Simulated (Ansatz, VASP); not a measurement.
# TaN: VASP beside Ansatz

The input INCAR:

```
SYSTEM = TaN
PREC = Accurate ; ENCUT = 520
EDIFF = 1E-7 ; ISMEAR = -1
SIGMA = 0.08 ; LREAL = .False.
LASPH = .True. ; NELM = 80
ALGO = Normal ; ISIF = 2
LWAVE = .False. ; LCHARG = .False.
GGA = PS ; NBANDS = 15
```

The input KPOINTS:

```
regular mesh
0
Gamma
  15 15 15
  0 0 0
```

POSCAR

```
TaN
1.0
    0.0000000000      1.9608790850      1.9608790850
    1.9608790850      0.0000000000      1.9608790850
    1.9608790850      1.9608790850      0.0000000000
Ta N
1 1
Direct
    0.0000000000      0.0000000000      0.0000000000
    0.5000000000      0.5000000000      0.5000000000
```

Input for Ansatz:

```yaml
crystal:
  lattice:
    - [0.0, 1.960879085, 1.960879085]
    - [1.960879085, 0.0, 1.960879085]
    - [1.960879085, 1.960879085, 0.0]
  atoms:
    - { symbol: Ta, position: [0.0, 0.0, 0.0] }
    - { symbol: "N", position: [0.5, 0.5, 0.5] }
kpoints:
  mp_grid: { grid: [15, 15, 15] }
scf:
  occupations: { method: fermi_dirac, width: 0.08 }
hamiltonian:
  xc: pbesol
  pseudopotentials: { kind: all_electron, lapw: { basis_error: 0.001 } }
output:
  forces: true
  stress: true
  eigenvalues: true
  populations: true
```

Change from the starting cell: volume scaled by 0.72, LAPW.

Alike in both runs: task single point; functional PBEsol; k mesh 15 × 15 × 15; occupations fermi-dirac, width 0.08 eV; no spin polarisation.

|  | VASP | Ansatz |
| --- | --- | --- |
| version | VASP 6.6.1 | Ansatz 0.2.0 |
| potentials or method | VASP PAW PBE potentials, release 64 (Ta_pv, N), cutoff 520 eV | all-electron LAPW, scalar-relativistic |

```tsv
	VASP	Ansatz	Ansatz less VASP
pressure (GPa)	245.4	235.8	-9.62
```

VASP's potentials were made for PBE, not for PBEsol. Both programs put the cell under a high pressure, so it lies far from rest at this level. Ansatz ran all-electron here, and VASP with PAW potentials.

Neither program's run includes spin-orbit coupling. Noted on VASP's run: the cell as given lies far from equilibrium.
